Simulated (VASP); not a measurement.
# AlNi (Pm) in VASP: further runs

The runs below take AlNi through single point, with PBEsol.

Everything below comes from runs of VASP 6.6.1. Logs are shortened: lines on timing, memory, paths and dates and some standing lists are left out, and cuts for length are marked.

### Step 1. The cell of the first run

The structure is monoclinic, space group Pm (No. 6). The conventional cell has a = 2.858 Å, b = 2.858 Å, c = 2.869 Å, α = 90.00°, β = 90.00°, γ = 90.00°. Al (site symmetry m) has 8 Ni at 2.38 to 2.58 Å and 6 Al at 2.86 to 2.87 Å within 3.1 Å. Ni (site symmetry m) has 8 Al at 2.38 to 2.58 Å and 6 Ni at 2.86 to 2.87 Å within 3.1 Å.

### Step 2. Single point, PBEsol (atoms displaced along several vibrational modes)

File INCAR:

```
SYSTEM = AlNi
  PREC = Accurate
  ENCUT = 520
  EDIFF = 1E-7
  ISMEAR = 0
  SIGMA = 0.15
  LREAL = .FALSE.
  LASPH = .TRUE.
  NELM = 60
  ALGO = Fast
  ISIF = 2
  LWAVE = .FALSE.
  LCHARG = .FALSE.
  GGA = PS
  NBANDS = 14
```

File KPOINTS:

```
Automatic mesh
0
G
  16 16 16
  0 0 0
```

File POSCAR:

```
AlNi
1.0
    2.0211996418     -2.0211459310      0.0000000000
    2.0211996418      2.0211459310      0.0000000000
    0.0000000000      0.0000000000      2.8688666946
Al Ni
1 1
Direct
   -0.0132942903      0.0000000000     -0.0264912971
    0.5061114266      0.5000000000      0.5121781316
```

Potentials or basis: VASP PAW PBE potentials, release 64 (Al, Ni).

The run is started by

```bash
> cat potpaw_PBE.64/Al/POTCAR potpaw_PBE.64/Ni/POTCAR > POTCAR
> mpirun -np 1 vasp_std > vasp.out
```

OUTCAR:

```text
SYSTEM = AlNi
   PREC = Accurate
   ENCUT = 520
   EDIFF = 1E-7
   ISMEAR = 0
   LREAL = .FALSE.
   LASPH = .TRUE.
   NELM = 60
   ISIF = 2
   GGA = PS

 ion  position               nearest neighbor table
   1  0.987  0.000  0.974-   2 2.38   2 2.38   2 2.45   2 2.45   2 2.51   2 2.51   2 2.58   2 2.58

   2  0.506  0.500  0.512-   1 2.38   1 2.38   1 2.45   1 2.45   1 2.51   1 2.51   1 2.58   1 2.58

  LATTYP: Found a base centered orthorhombic cell.
 ALAT       =     4.0422918620
 B/A-ratio  =     1.0000265744
 C/A-ratio  =     0.7097129036

  Lattice vectors:

 A1 = (  -2.0211996418,  -2.0211459310,   0.0000000000)
 A2 = (   2.0211996418,  -2.0211459310,   0.0000000000)
 A3 = (   0.0000000000,   0.0000000000,   2.8688666946)

Analysis of symmetry for initial positions (statically):
=====================================================================
 Subroutine PRICEL returns:
 Original cell was already a primitive cell.

 Routine SETGRP: Setting up the symmetry group for a
 base centered orthorhombic supercell.

 Subroutine GETGRP returns: Found  1 space group operations
 (whereof  1 operations were pure point group operations)
 out of a pool of  8 trial point group operations.

The static configuration has the point symmetry C_1 .

Analysis of symmetry for dynamics (positions and initial velocities):
=====================================================================
 Subroutine PRICEL returns:
 Original cell was already a primitive cell.

 Routine SETGRP: Setting up the symmetry group for a
 base centered orthorhombic supercell.

 Subroutine GETGRP returns: Found  1 space group operations
 (whereof  1 operations were pure point group operations)
 out of a pool of  8 trial point group operations.

The dynamic configuration has the point symmetry C_1 .

 Subroutine INISYM returns: Found  1 space group operations
 (whereof  1 operations are pure point group operations),
 and found     1 'primitive' translations

----------------------------------------------------------------------------------------

                                     Primitive cell

  volume of cell :      23.4394

  direct lattice vectors                    reciprocal lattice vectors
     2.021199642 -2.021145931  0.000000000     0.247377839 -0.247384413  0.000000000
     2.021199642  2.021145931  0.000000000     0.247377839  0.247384413  0.000000000
     0.000000000  0.000000000  2.868866695     0.000000000  0.000000000  0.348569699

  length of vectors
     2.858369967  2.858369967  2.868866695     0.349849744  0.349849744  0.348569699

  position of ions in fractional coordinates (direct lattice)
     0.986705710  0.000000000  0.973508703
     0.506111427  0.500000000  0.512178132

  ion indices of the primitive-cell ions
   primitive index   ion index
                 1           1
                 2           2

----------------------------------------------------------------------------------------

 KPOINTS: Automatic mesh

Automatic generation of k-mesh.
 Grid dimensions read from file:
 generate k-points for:   16   16   16

 Generating k-lattice:

  Cartesian coordinates                     Fractional coordinates (reciprocal lattice)
     0.015461115 -0.015461526  0.000000000     0.062500000  0.000000000  0.000000000
     0.015461115  0.015461526  0.000000000     0.000000000  0.062500000  0.000000000
     0.000000000  0.000000000  0.021785606     0.000000000  0.000000000  0.062500000

  Length of vectors
     0.021865609  0.021865609  0.021785606

  Shift w.r.t. Gamma in fractional coordinates (k-lattice)
     0.000000000  0.000000000  0.000000000

 Subroutine IBZKPT returns following result:
 ===========================================

 Found   2052 irreducible k-points:

 Following reciprocal coordinates:
            Coordinates               Weight
  0.000000  0.000000  0.000000      1.000000
  0.062500  0.000000  0.000000      2.000000
 -0.000000 -0.062500  0.000000      2.000000
  0.125000  0.000000  0.000000      2.000000
 -0.000000 -0.125000  0.000000      2.000000
  0.187500 -0.000000  0.000000      2.000000
[... 16 lines left out ...]
  0.250000  0.062500  0.000000      2.000000
 -0.062500 -0.250000  0.000000      2.000000
 [... further k-points ...]
   k-points           NKPTS =   2052   k-points in BZ     NKDIM =   2052   number of bands    NBANDS=     14
   number of dos      NEDOS =    301   number of ions     NIONS =      2
   total plane-waves  NPLWV =  13824
   dimension x,y,z NGX =    24 NGY =   24 NGZ =   24
   dimension x,y,z NGXF=    48 NGYF=   48 NGZF=   48
   ions per type =               1   1
   NGX,Y,Z   is equivalent  to a cutoff of  13.96, 13.96, 13.91 a.u.
   NGXF,Y,Z  is equivalent  to a cutoff of  27.92, 27.92, 27.82 a.u.
 SYSTEM =  AlNi
   PREC   = accura    normal or accurate (medium, high low for compatibility)
   ISTART =      0    job   : 0-new  1-cont  2-samecut
   ICHARG =      2    charge: 1-file 2-atom 10-const
   ISPIN  =      1    spin polarized calculation?
   LNONCOLLINEAR =      F non collinear calculations
   LSORBIT =      F    spin-orbit coupling
   LASPH  =      T    aspherical Exc in radial PAW
   ENCUT  =  520.0 eV  38.22 Ry    6.18 a.u.   5.31  5.31  5.33*2*pi/ulx,y,z
   NELM   =     60;   NELMIN=  2; NELMDL= -5     # of ELM steps
   EDIFF  = 0.1E-06   stopping-criterion for ELM
   LREAL  =      F    real-space projection
   EDIFFG = 0.1E-05   stopping-criterion for IOM
   NSW    =      0    number of steps for IOM
   IBRION =     -1    ionic relax: 0-MD 1-quasi-New 2-CG
   NFREE  =      0    steps in history (QN), initial steepest desc. (CG)
   ISIF   =      2    stress and relaxation
   ISYM   =      2    0-nonsym 1-usesym 2-fastsym
   POTIM  = 0.5000    time-step for ionic-motion
   TEBEG  =    0.0;   TEEND  =   0.0 temperature during run
   PSTRESS=    0.0 pullay stress
   NELECT =      13.0000    total number of electrons
   NUPDOWN=      -1.0000    fix difference up-down
   EMIN   =  10.00;   EMAX   =-10.00  energy-range for DOS
   EFERMI =   0.00;   METHOD = LEGACY
   ISMEAR =     0;   SIGMA  =   0.15  broadening in eV -4-tet -1-fermi 0-gaus
   EFERMI_NEDOS =   21; number of points for ismear=-14 and -15
   IALGO  =     68    algorithm
   IMIX   =      4    mixing-type and parameters
     AMIX     =   0.40;   BMIX     =  1.00
     AMIX_MAG =   1.60;   BMIX_MAG =  1.00
  volume/ion in A,a.u.               =      11.72        79.09
  Fermi-wavevector in a.u.,A,eV,Ry     =   1.345055  2.541786 24.615310  1.809174
  Thomas-Fermi vector in A             =   2.472999
   LORBIT       =      0    0 simple, 1 ext, 2 COOP (PROOUT), +10 PAW based schemes
   GGA     = PS    functional components
   LHFCALC =     F    Hartree Fock is set to
   AEXX    =    0.0000 exact exchange contribution
   IVDW    =     0    specifies the selected vdW correction
   LEPSILON=     F    determine dielectric tensor
   LRPA    =     F    only Hartree local field effects (RPA)
 non-spin polarized calculation
 RMM-DIIS sequential band-by-band and
 Gauss-broadening in eV      SIGMA  =   0.15
  energy-cutoff  :      520.00
  volume of cell :       23.44
 maximum number of plane-waves:       653
 NGX is ok and might be reduce to    24
   NGX = 11   NGY = 11   NGZ = 11

 number of electron      12.9999998 magnetization

 Free energy of the ion-electron system (eV)
  ---------------------------------------------------
  ext. energy  EPLUGINS =         0.00000000
  ---------------------------------------------------
  free energy    TOTEN  =       -11.54263843 eV

  energy without entropy =      -11.53417663  energy(sigma->0) =      -11.53840753

 E-fermi :  10.1595     XC(G=0): -12.2593

 val. band max:       10.1591476925   @ k =  -0.2500  -0.4375  -0.4375
 cond. band min:      10.1599163912   @ k =   0.4375  -0.2500   0.4375
 fundamental gap:      0.0007686988
 Fermi energy:        10.1595016907

 k-point     1 :       0.0000    0.0000    0.0000
  band No.  band energies     occupation
      1      -1.1137      2.00000
      2       6.8070      2.00000
      3       6.8156      2.00000
      4       8.5548      2.00000
      5       8.5666      2.00000
      6       8.5735      2.00000
      7      15.6643      0.00000
      8      15.7927      0.00000
      9      15.7959      0.00000
     10      18.3827      0.00000
     11      18.4081      0.00000
     12      24.1427      0.00000
     13      31.1253      0.00000
     14      31.1435      0.00000

 k-point     2 :       0.0625    0.0000    0.0000
  band No.  band energies     occupation
      1      -1.0405      2.00000
      2       6.8057      2.00000
      3       6.8304      2.00000
      4       8.5293      2.00000
      5       8.5339      2.00000
      6       8.5699      2.00000
      7      14.9723      0.00000
      8      15.7837      0.00000
      9      15.8893      0.00000
     10      18.3912      0.00000
     11      19.1272      0.00000
     12      24.3965      0.00000
     13      30.3176      0.00000
     14      30.4596      0.00000

 k-point     3 :      -0.0000   -0.0625    0.0000
  band No.  band energies     occupation
      1      -1.0405      2.00000
      2       6.8038      2.00000
      3       6.8324      2.00000
      4       8.5218      2.00000
      5       8.5405      2.00000
      6       8.5708      2.00000
      7      14.9687      0.00000
      8      15.7778      0.00000
      9      15.9006      0.00000
     10      18.3932      0.00000
     11      19.1222      0.00000
     12      24.3977      0.00000
     13      30.3215      0.00000
     14      30.4756      0.00000
[... 324 lines left out ...]
 k-point    23 :       0.2500    0.0625    0.0000
  band No.  band energies     occupation
      1       0.1108      2.00000
      2       6.4673      2.00000
      3       7.0516      2.00000
      4       8.1309      2.00000
      5       8.1790      2.00000
      6       8.5798      2.00000
      7      11.0896      0.00000
      8      16.2465      0.00000
      9      17.2310      0.00000
     10      19.0487      0.00000
     11      22.3734      0.00000
     12      25.1009      0.00000
     13      25.8785      0.00000
     14      28.3292      0.00000

 k-point    24 :      -0.0625   -0.2500    0.0000
  band No.  band energies     occupation
      1       0.1112      2.00000
      2       6.4659      2.00000
      3       7.0542      2.00000
      4       8.1306      2.00000
      5       8.1758      2.00000
      6       8.5828      2.00000
      7      11.0866      0.00000
      8      16.2497      0.00000
      9      17.2328      0.00000
     10      19.0518      0.00000
     11      22.3567      0.00000
     12      25.1062      0.00000
     13      25.8824      0.00000
     14      28.3859      0.00000

 [... further k-points ...]
[... 5 lines left out ...]
  --------------------------------------------------------------------------------------
  -------------------------------------------------------------------------------------
  Total        0.2471965      0.2482007      0.1133405      0.0130885     -0.0980104      0.0979848
  in kB       16.8968491     16.9654867      7.7472642      0.8946485     -6.6993949      6.6976458
  external PRESSURE =      13.8698667 kB  Pullay stress =       0.0000000 kB

 VOLUME and BASIS-vectors are now :
 -----------------------------------------------------------------------------
  energy-cutoff  :      520.00
  volume of cell :       23.44
      direct lattice vectors                 reciprocal lattice vectors
     2.021199642 -2.021145931  0.000000000     0.247377839 -0.247384413  0.000000000
     2.021199642  2.021145931  0.000000000     0.247377839  0.247384413  0.000000000
     0.000000000  0.000000000  2.868866695     0.000000000  0.000000000  0.348569699

 POSITION                                       TOTAL-FORCE (eV/Angst)
 -----------------------------------------------------------------------------------
      1.99433     -1.99428      2.79287         0.255541     -0.255597      0.702394
      2.03355     -0.01235      1.46937        -0.255541      0.255597     -0.702394
 -----------------------------------------------------------------------------------
    total drift:                               -0.000147      0.000148      0.000090

  FREE ENERGIE OF THE ION-ELECTRON SYSTEM (eV)
  ---------------------------------------------------
  free  energy   TOTEN  =       -11.5426384257 eV

  energy  without entropy=      -11.5341766294  energy(sigma->0) =      -11.53840753
```

It took 31 min on 1 thread of Intel Xeon 8259CL, shared host; peak memory 0.72 GiB.

Results:

```yaml
Free_energy: -11.5426 eV
Pressure: 1.4 GPa
Largest_force: 0.790 eV/Å
Band_gap_on_the_k_mesh: zero (an odd number of electrons rules out a gap without spin polarisation)
```

Forces on the atoms (eV/Å):
```
Al   0.256 -0.256  0.702
Ni  -0.256  0.256 -0.702
```

Levels at points of the mesh, in eV from the Fermi level:
```csv
k point,band 4,band 5,band 6,band 7,band 8,band 9,band 10,band 11
"(0.00, 0.00, 0.00)",-1.60,-1.59,-1.59,5.50,5.63,5.64,8.22,8.25
"(0.50, 0.00, 0.00)",-2.32,-2.32,-1.51,-0.66,8.35,10.06,10.13,10.97
"(0.00, 0.50, 0.00)",-2.33,-2.32,-1.50,-0.66,8.35,10.08,10.16,10.95
"(0.50, 0.50, 0.00)",-2.93,-2.11,-2.11,-1.05,1.51,2.60,12.51,14.76
"(0.00, 0.00, 0.50)",-2.31,-2.30,-1.51,-0.68,8.36,10.07,10.08,11.14
"(0.50, 0.00, 0.50)",-2.86,-2.16,-2.13,-1.05,1.49,2.57,12.57,15.23
"(0.00, 0.50, 0.50)",-2.89,-2.14,-2.12,-1.05,1.48,2.57,12.58,15.07
"(0.50, 0.50, 0.50)",-1.02,-1.02,1.93,1.94,1.97,3.74,4.57,4.59
```

Caveat: the cell differs from its parent crystal (atoms displaced along several vibrational modes); the PAW data sets were made with another functional, which shifts forces and pressure a little. Spin polarisation is off, so any magnetic state and its effect on volume and gap are missing.

(Part 1 of 2 ends here.)
